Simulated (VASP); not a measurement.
# Ir (P6_3/mmc) in VASP: a series of runs

Runs on Ir. Level: LDA. Tasks: single point.

Everything below comes from runs of VASP 6.6.1. Logs are shortened: lines on timing, memory, paths and dates and some standing lists are left out, and cuts for length are marked.

### Step 1. The cell of the first run

The structure is hexagonal, space group P6_3/mmc (No. 194). The conventional cell has a = 2.705 Å, b = 2.705 Å, c = 4.388 Å, α = 90.00°, β = 90.00°, γ = 120.00°. Within 3.6 Å of Ir (site symmetry -6m2) lie 12 Ir at 2.69 to 2.70 Å.

This isn't the form of Ir at room conditions, which is fcc.

### Step 2. Single point, LDA

File INCAR:

```
ALGO     = Normal         # electronic algorithm
EDIFF    = 1E-6           # SCF threshold, eV
ENCUT    = 560            # plane-wave cutoff, eV
GGA_COMPAT= False        
ISIF     = 2              # what is computed and relaxed
ISMEAR   = -1             # smearing method
LASPH    = True           # aspherical terms in the spheres
LCHARG   = True           # write CHGCAR
LELF     = True           # ELF
LREAL    = False          # projectors in reciprocal space
LVHAR    = True         
LWAVE    = False          # write WAVECAR
NBANDS   = 24             # bands
NELM     = 120            # most SCF steps
PREC     = Accurate       # precision mode
SIGMA    = 0.05           # smearing width, eV
```

File KPOINTS:

```
k-points
0
Gamma
  9 9 5
```

File POSCAR:

```
Ir
1.0
    2.7046182860      0.0000000000      0.0000000000
   -1.3523091430      2.3422681432      0.0000000000
    0.0000000000      0.0000000000      4.3880097921
Ir
2
Direct
    0.3333333333      0.6666666667      0.2500000000
    0.6666666667      0.3333333333      0.7500000000
```

Potentials or basis: VASP PAW LDA potentials, release 64 (Ir_sv_GW).

Started as:

```
$ cat potpaw_LDA.64/Ir_sv_GW/POTCAR > POTCAR
$ mpirun -np 1 vasp_std > vasp.out
```

OUTCAR:

```text
EDIFF = 1E-6
   ENCUT = 560
   ISIF = 2
   ISMEAR = -1
   LASPH = True
   LREAL = False
   NELM = 120
   PREC = Accurate

 ion  position               nearest neighbor table
   1  0.333  0.667  0.250-   2 2.69   2 2.69   2 2.69   2 2.69   2 2.69   2 2.69
   2  0.667  0.333  0.750-   1 2.69   1 2.69   1 2.69   1 2.69   1 2.69   1 2.69

  LATTYP: Found a hexagonal cell.
 ALAT       =     2.7046182860
 C/A-ratio  =     1.6224137117

  Lattice vectors:

 A1 = (   2.7046182860,   0.0000000000,   0.0000000000)
 A2 = (  -1.3523091430,   2.3422681432,   0.0000000000)
 A3 = (   0.0000000000,   0.0000000000,   4.3880097921)

Analysis of symmetry for initial positions (statically):
=====================================================================
 Subroutine PRICEL returns:
 Original cell was already a primitive cell.

 Routine SETGRP: Setting up the symmetry group for a
 hexagonal supercell.

 Subroutine GETGRP returns: Found 24 space group operations
 (whereof 12 operations were pure point group operations)
 out of a pool of 24 trial point group operations.

The static configuration has the point symmetry D_3d.
 The point group associated with its full space group is D_6h.

Analysis of symmetry for dynamics (positions and initial velocities):
=====================================================================
 Subroutine PRICEL returns:
 Original cell was already a primitive cell.

 Routine SETGRP: Setting up the symmetry group for a
 hexagonal supercell.

 Subroutine GETGRP returns: Found 24 space group operations
 (whereof 12 operations were pure point group operations)
 out of a pool of 24 trial point group operations.

The dynamic configuration has the point symmetry D_3d.
 The point group associated with its full space group is D_6h.

 Subroutine INISYM returns: Found 24 space group operations
 (whereof 12 operations are pure point group operations),
 and found     1 'primitive' translations

----------------------------------------------------------------------------------------

                                     Primitive cell

  volume of cell :      27.7978

  direct lattice vectors                    reciprocal lattice vectors
     2.704618286  0.000000000  0.000000000     0.369737942  0.213468301  0.000000000
    -1.352309143  2.342268143  0.000000000     0.000000000  0.426936601  0.000000000
     0.000000000  0.000000000  4.388009792     0.000000000  0.000000000  0.227893749

  length of vectors
     2.704618286  2.704618286  4.388009792     0.426936601  0.426936601  0.227893749

  position of ions in fractional coordinates (direct lattice)
     0.333333333  0.666666667  0.250000000
     0.666666667  0.333333333  0.750000000

  ion indices of the primitive-cell ions
   primitive index   ion index
                 1           1
                 2           2

----------------------------------------------------------------------------------------

 KPOINTS: k-points

Automatic generation of k-mesh.
 Grid dimensions read from file:
 generate k-points for:    9    9    5

 Generating k-lattice:

  Cartesian coordinates                     Fractional coordinates (reciprocal lattice)
     0.041081994  0.023718700  0.000000000     0.111111111 -0.000000000  0.000000000
     0.000000000  0.047437400  0.000000000     0.000000000  0.111111111  0.000000000
     0.000000000  0.000000000  0.045578750     0.000000000  0.000000000  0.200000000

  Length of vectors
     0.047437400  0.047437400  0.045578750

  Shift w.r.t. Gamma in fractional coordinates (k-lattice)
     0.000000000  0.000000000  0.000000000

 Subroutine IBZKPT returns following result:
 ===========================================

 Found     36 irreducible k-points:

 Following reciprocal coordinates:
            Coordinates               Weight
  0.000000  0.000000  0.000000      1.000000
  0.111111  0.000000  0.000000      6.000000
  0.222222 -0.000000  0.000000      6.000000
  0.333333  0.000000  0.000000      6.000000
  0.444444 -0.000000  0.000000      6.000000
  0.111111  0.111111  0.000000      6.000000
[... 16 lines left out ...]
  0.333333  0.222222  0.200000     24.000000
  0.333333  0.333333  0.200000      4.000000
 [... further k-points ...]
   k-points           NKPTS =     36   k-points in BZ     NKDIM =     36   number of bands    NBANDS=     24
   number of dos      NEDOS =    301   number of ions     NIONS =      2
   total plane-waves  NPLWV =  20736
   dimension x,y,z NGX =    24 NGY =   24 NGZ =   36
   dimension x,y,z NGXF=    48 NGYF=   48 NGZF=   72
   ions per type =               2
   NGX,Y,Z   is equivalent  to a cutoff of  14.75, 14.75, 13.64 a.u.
   NGXF,Y,Z  is equivalent  to a cutoff of  29.50, 29.50, 27.28 a.u.
 SYSTEM =  unknown system
   PREC   = accura    normal or accurate (medium, high low for compatibility)
   ISTART =      0    job   : 0-new  1-cont  2-samecut
   ICHARG =      2    charge: 1-file 2-atom 10-const
   ISPIN  =      1    spin polarized calculation?
   LNONCOLLINEAR =      F non collinear calculations
   LSORBIT =      F    spin-orbit coupling
   LASPH  =      T    aspherical Exc in radial PAW
   ENCUT  =  560.0 eV  41.16 Ry    6.42 a.u.   5.22  5.22  8.47*2*pi/ulx,y,z
   NELM   =    120;   NELMIN=  2; NELMDL= -5     # of ELM steps
   EDIFF  = 0.1E-05   stopping-criterion for ELM
   LREAL  =      F    real-space projection
   EDIFFG = 0.1E-04   stopping-criterion for IOM
   NSW    =      0    number of steps for IOM
   IBRION =     -1    ionic relax: 0-MD 1-quasi-New 2-CG
   NFREE  =      0    steps in history (QN), initial steepest desc. (CG)
   ISIF   =      2    stress and relaxation
   ISYM   =      2    0-nonsym 1-usesym 2-fastsym
   POTIM  = 0.5000    time-step for ionic-motion
   TEBEG  =    0.0;   TEEND  =   0.0 temperature during run
   PSTRESS=    0.0 pullay stress
   NELECT =      34.0000    total number of electrons
   NUPDOWN=      -1.0000    fix difference up-down
   EMIN   =  10.00;   EMAX   =-10.00  energy-range for DOS
   EFERMI =   0.00;   METHOD = LEGACY
   ISMEAR =    -1;   SIGMA  =   0.05  broadening in eV -4-tet -1-fermi 0-gaus
   EFERMI_NEDOS =   21; number of points for ismear=-14 and -15
   IALGO  =     38    algorithm
   IMIX   =      4    mixing-type and parameters
     AMIX     =   0.40;   BMIX     =  1.00
     AMIX_MAG =   1.60;   BMIX_MAG =  1.00
  volume/ion in A,a.u.               =      13.90        93.79
  Fermi-wavevector in a.u.,A,eV,Ry     =   1.750778  3.308491 41.704898  3.065224
  Thomas-Fermi vector in A             =   2.821431
   LORBIT       =      0    0 simple, 1 ext, 2 COOP (PROOUT), +10 PAW based schemes
   GGA     = CA    functional components
   LHFCALC =     F    Hartree Fock is set to
   AEXX    =    0.0000 exact exchange contribution
   IVDW    =     0    specifies the selected vdW correction
   LEPSILON=     F    determine dielectric tensor
   LRPA    =     F    only Hartree local field effects (RPA)
 non-spin polarized calculation
  energy-cutoff  :      560.00
  volume of cell :       27.80
 maximum number of plane-waves:       846
 NGX is ok and might be reduce to    24
   NGX = 11   NGY = 11   NGZ = 17

 number of electron      34.0000000 magnetization

 Free energy of the ion-electron system (eV)
  ---------------------------------------------------
  ext. energy  EPLUGINS =         0.00000000
  ---------------------------------------------------
  free energy    TOTEN  =       -21.65632366 eV

  energy without entropy =      -21.63738255  energy(sigma->0) =      -21.64685311

 E-fermi :  13.0621     XC(G=0): -14.8976

 val. band max:       13.0194103802   @ k =   0.4444   0.1111   0.2000
 cond. band min:      13.0647089969   @ k =   0.3333   0.3333   0.0000
 fundamental gap:      0.0452986167
 Fermi energy:        13.0620626806

 k-point     1 :       0.0000    0.0000    0.0000
  band No.  band energies     occupation
      1     -79.5779      2.00000
      2     -79.5030      2.00000
      3     -37.1132      2.00000
      4     -36.3356      2.00000
      5     -36.3356      2.00000
      6     -36.2480      2.00000
[... 16 lines left out ...]
     23      28.7816      0.00000
     24      29.9620      0.00000

 k-point     2 :       0.1111    0.0000    0.0000
  band No.  band energies     occupation
      1     -79.5704      2.00000
      2     -79.4996      2.00000
      3     -37.0809      2.00000
      4     -36.4108      2.00000
      5     -36.3599      2.00000
      6     -36.2889      2.00000
[... 16 lines left out ...]
     23      29.3901      0.00000
     24      30.7437      0.00000

 k-point     3 :       0.2222   -0.0000    0.0000
  band No.  band energies     occupation
      1     -79.5510      2.00000
      2     -79.4913      2.00000
      3     -36.9914      2.00000
      4     -36.6001      2.00000
      5     -36.4808      2.00000
      6     -36.4189      2.00000
[... 16 lines left out ...]
     23      29.0675      0.00000
     24      29.8775      0.00000

 k-point     4 :       0.3333    0.0000    0.0000
  band No.  band energies     occupation
      1     -79.5273      2.00000
      2     -79.4837      2.00000
      3     -36.8692      2.00000
      4     -36.8151      2.00000
      5     -36.6903      2.00000
      6     -36.4833      2.00000
[... 16 lines left out ...]
     23      26.9530      0.00000
     24      27.3695      0.00000

 k-point     5 :       0.4444   -0.0000    0.0000
  band No.  band energies     occupation
      1     -79.5088      2.00000
      2     -79.4815      2.00000
      3     -36.9547      2.00000
      4     -36.8226      2.00000
      5     -36.7609      2.00000
      6     -36.5239      2.00000
[... 16 lines left out ...]
     23      24.8210      0.00000
     24      25.4452      0.00000

 k-point     6 :       0.1111    0.1111    0.0000
  band No.  band energies     occupation
      1     -79.5568      2.00000
      2     -79.4936      2.00000
      3     -37.0197      2.00000
      4     -36.5241      2.00000
      5     -36.4652      2.00000
      6     -36.3642      2.00000
[... 16 lines left out ...]
     23      29.4009      0.00000
     24      30.3571      0.00000
[... 379 lines left out ...]
 k-point    21 :       0.4444    0.1111    0.2000
  band No.  band energies     occupation
      1     -79.5009      2.00000
      2     -79.4835      2.00000
      3     -36.9955      2.00000
      4     -36.8797      2.00000
      5     -36.6580      2.00000
      6     -36.5340      2.00000
[... 16 lines left out ...]
     23      24.2603      0.00000
     24      27.4465      0.00000

 k-point    22 :       0.2222    0.2222    0.2000
  band No.  band energies     occupation
      1     -79.5121      2.00000
      2     -79.4847      2.00000
      3     -36.8921      2.00000
      4     -36.8183      2.00000
      5     -36.6409      2.00000
      6     -36.5735      2.00000
[... 16 lines left out ...]
     23      25.5666      0.00000
     24      28.3482      0.00000

 k-point    23 :       0.3333    0.2222    0.2000
  band No.  band energies     occupation
      1     -79.4971      2.00000
      2     -79.4835      2.00000
      3     -36.9151      2.00000
      4     -36.8418      2.00000
      5     -36.6958      2.00000
      6     -36.5768      2.00000
[... 16 lines left out ...]
     23      24.9782      0.00000
     24      27.5459      0.00000

 k-point    24 :       0.3333    0.3333    0.2000
  band No.  band energies     occupation
      1     -79.4875      2.00000
      2     -79.4875      2.00000
      3     -36.8205      2.00000
      4     -36.8152      2.00000
      5     -36.8152      2.00000
      6     -36.6133      2.00000
[... 16 lines left out ...]
     23      24.6220      0.00000
     24      25.4537      0.00000

 [... further k-points ...]

------------------------ aborting loop because EDIFF is reached ----------------------------------------

  FORCE on cell =-STRESS in cart. coord.  units (eV):
  Direction    XX          YY          ZZ          XY          YZ          ZX
  --------------------------------------------------------------------------------------
  -------------------------------------------------------------------------------------
  Total       -0.0560361     -0.0560361     -0.0592402      0.0000000      0.0000000      0.0000000
  in kB       -3.2297453     -3.2297453     -3.4144206      0.0000000      0.0000000      0.0000000
  external PRESSURE =      -3.2913037 kB  Pullay stress =       0.0000000 kB

 VOLUME and BASIS-vectors are now :
 -----------------------------------------------------------------------------
  energy-cutoff  :      560.00
  volume of cell :       27.80
      direct lattice vectors                 reciprocal lattice vectors
     2.704618286  0.000000000  0.000000000     0.369737942  0.213468301  0.000000000
    -1.352309143  2.342268143  0.000000000     0.000000000  0.426936601  0.000000000
     0.000000000  0.000000000  4.388009792     0.000000000  0.000000000  0.227893749

 POSITION                                       TOTAL-FORCE (eV/Angst)
 -----------------------------------------------------------------------------------
     -0.00000      1.56151      1.09700         0.000000     -0.000000      0.000000
      1.35231      0.78076      3.29101        -0.000000      0.000000      0.000000
 -----------------------------------------------------------------------------------
    total drift:                               -0.000000      0.000000     -0.000000

  FREE ENERGIE OF THE ION-ELECTRON SYSTEM (eV)
  ---------------------------------------------------
  free  energy   TOTEN  =       -21.6563236587 eV

  energy  without entropy=      -21.6373825522  energy(sigma->0) =      -21.64685311
```

Run time: 23 s. Hardware: 1 thread of AMD EPYC 7R43 (Zen 3), shared host; peak memory 0.12 GiB.

Results:

- Free energy: -21.6563 eV
- Pressure: -0.3 GPa
- Band gap on the k mesh: zero (bands 17 and 18 overlap by 3.19 eV)

Caveat: spin-orbit coupling is left out, which moves the levels of the heavy elements.

### Step 3. Single point, LDA

This run uses another cell than the first one, of 13.76 Å³/atom.

File INCAR:

```
SYSTEM = Ir
PREC = Accurate
ENCUT = 560
EDIFF = 1E-6
ISMEAR = -1
SIGMA = 0.05
LREAL = .FALSE.
LASPH = .TRUE.
NELM = 120
ALGO = Normal
ISIF = 2
LWAVE = .FALSE.
LCHARG = .TRUE.
GGA = CA
LELF = .TRUE.
LVHAR = .TRUE.
NBANDS = 24
GGA_COMPAT = .FALSE.
```

File KPOINTS:

```
Automatic mesh
0
G
  9 9 5
  0 0 0
```

File POSCAR:

```
Ir
1.0
    2.6955726724      0.0000000000      0.0000000000
   -1.3477863362      2.3344344120      0.0000000000
    0.0000000000      0.0000000000      4.3733340644
Ir
2
Direct
    0.3333333333      0.6666666667      0.2500000000
    0.6666666667      0.3333333333      0.7500000000
```

Potentials or basis: VASP PAW LDA potentials, release 64 (Ir_sv_GW).

Started as:

```
$ cat potpaw_LDA.64/Ir_sv_GW/POTCAR > POTCAR
$ mpirun -np 1 vasp_std > vasp.out
```

OUTCAR:

```text
SYSTEM = Ir
   PREC = Accurate
   ENCUT = 560
   EDIFF = 1E-6
   ISMEAR = -1
   LREAL = .FALSE.
   LASPH = .TRUE.
   NELM = 120
   ISIF = 2
   GGA = CA

 ion  position               nearest neighbor table
   1  0.333  0.667  0.250-   2 2.68   2 2.68   2 2.68   2 2.68   2 2.68   2 2.68
   2  0.667  0.333  0.750-   1 2.68   1 2.68   1 2.68   1 2.68   1 2.68   1 2.68

  LATTYP: Found a hexagonal cell.
 ALAT       =     2.6955726724
 C/A-ratio  =     1.6224137116

  Lattice vectors:

 A1 = (   2.6955726724,   0.0000000000,   0.0000000000)
 A2 = (  -1.3477863362,   2.3344344120,   0.0000000000)
 A3 = (   0.0000000000,   0.0000000000,   4.3733340644)

Analysis of symmetry for initial positions (statically):
=====================================================================
 Subroutine PRICEL returns:
 Original cell was already a primitive cell.

 Routine SETGRP: Setting up the symmetry group for a
 hexagonal supercell.

 Subroutine GETGRP returns: Found 24 space group operations
 (whereof 12 operations were pure point group operations)
 out of a pool of 24 trial point group operations.

The static configuration has the point symmetry D_3d.
[... 160 lines left out ...]

  energy without entropy =      -21.63137748  energy(sigma->0) =      -21.64070983

 E-fermi :  13.2649     XC(G=0): -14.9621

 val. band max:       13.2211477955   @ k =   0.4444   0.1111   0.2000
 cond. band min:      13.2676594184   @ k =   0.3333   0.3333   0.0000
 fundamental gap:      0.0465116228
 Fermi energy:        13.2648815044

 k-point     1 :       0.0000    0.0000    0.0000
  band No.  band energies     occupation
      1     -79.4069      2.00000
      2     -79.3284      2.00000
      3     -36.9627      2.00000
      4     -36.1580      2.00000
      5     -36.1580      2.00000
      6     -36.0661      2.00000
[... 637 lines left out ...]
     23      24.9389      0.00000
     24      25.7615      0.00000

 [... further k-points ...]

------------------------ aborting loop because EDIFF is reached ----------------------------------------

  FORCE on cell =-STRESS in cart. coord.  units (eV):
  Direction    XX          YY          ZZ          XY          YZ          ZX
  --------------------------------------------------------------------------------------
  -------------------------------------------------------------------------------------
  Total        0.6550026      0.6550026      0.6680445      0.0000000      0.0000000      0.0000000
  in kB       38.1336389     38.1336389     38.8929248      0.0000000      0.0000000      0.0000000
  external PRESSURE =      38.3867342 kB  Pullay stress =       0.0000000 kB

 VOLUME and BASIS-vectors are now :
 -----------------------------------------------------------------------------
  energy-cutoff  :      560.00
  volume of cell :       27.52
      direct lattice vectors                 reciprocal lattice vectors
     2.695572672  0.000000000  0.000000000     0.370978683  0.214184643  0.000000000
    -1.347786336  2.334434412  0.000000000     0.000000000  0.428369285  0.000000000
     0.000000000  0.000000000  4.373334064     0.000000000  0.000000000  0.228658498

 POSITION                                       TOTAL-FORCE (eV/Angst)
 -----------------------------------------------------------------------------------
     -0.00000      1.55629      1.09333        -0.000000      0.000000      0.000000
      1.34779      0.77814      3.28000         0.000000     -0.000000      0.000000
 -----------------------------------------------------------------------------------
    total drift:                               -0.000000      0.000000     -0.000000

  FREE ENERGIE OF THE ION-ELECTRON SYSTEM (eV)
  ---------------------------------------------------
  free  energy   TOTEN  =       -21.6500421774 eV

  energy  without entropy=      -21.6313774758  energy(sigma->0) =      -21.64070983
```

OSZICAR:

```text
N       E                     dE             d eps       ncg     rms          rms(c)
DAV:   1     0.371626656535E+03    0.37163E+03   -0.26022E+04  1760   0.163E+03
DAV:   2    -0.132127542341E+02   -0.38484E+03   -0.37315E+03  2096   0.528E+02
DAV:   3    -0.239618906661E+02   -0.10749E+02   -0.10690E+02  2064   0.866E+01
DAV:   4    -0.240024828151E+02   -0.40592E-01   -0.40584E-01  1936   0.581E+00
DAV:   5    -0.240026315969E+02   -0.14878E-03   -0.14876E-03  2104   0.317E-01    0.102E+02
DAV:   6    -0.218686036397E+02    0.21340E+01   -0.36613E+00  1872   0.146E+01    0.535E+01
DAV:   7    -0.216923282199E+02    0.17628E+00   -0.11554E+00  2096   0.761E+00    0.102E+01
DAV:   8    -0.216513065597E+02    0.41022E-01   -0.15319E-01  1840   0.365E+00    0.110E+00
DAV:   9    -0.216504601251E+02    0.84643E-03   -0.30964E-03  2136   0.416E-01    0.970E-01
DAV:  10    -0.216500446598E+02    0.41547E-03   -0.75133E-04  1912   0.324E-01    0.573E-01
DAV:  11    -0.216500424684E+02    0.21915E-05   -0.89765E-06  2064   0.309E-02    0.136E-01
DAV:  12    -0.216500421774E+02    0.29095E-06   -0.76809E-07  1224   0.766E-03
   1 F= -.21650042E+02 E0= -.21640710E+02  d E =-.186647E-01
```

It took 38 s on 1 thread of Intel Xeon Platinum 8375C at 2.90GHz (Ice Lake), shared host; peak memory 0.15 GiB.

What came out:

```yaml
Free_energy: -21.6500 eV
Pressure: 3.8 GPa
Band_gap_on_the_k_mesh: zero (bands 17 and 18 overlap by 3.24 eV)
```

Caveat: the cell stands under pressure; spin-orbit coupling is left out, which moves the levels of the heavy elements.

The gap in the log of VASP goes by the Fermi energy; the results here count the filled bands.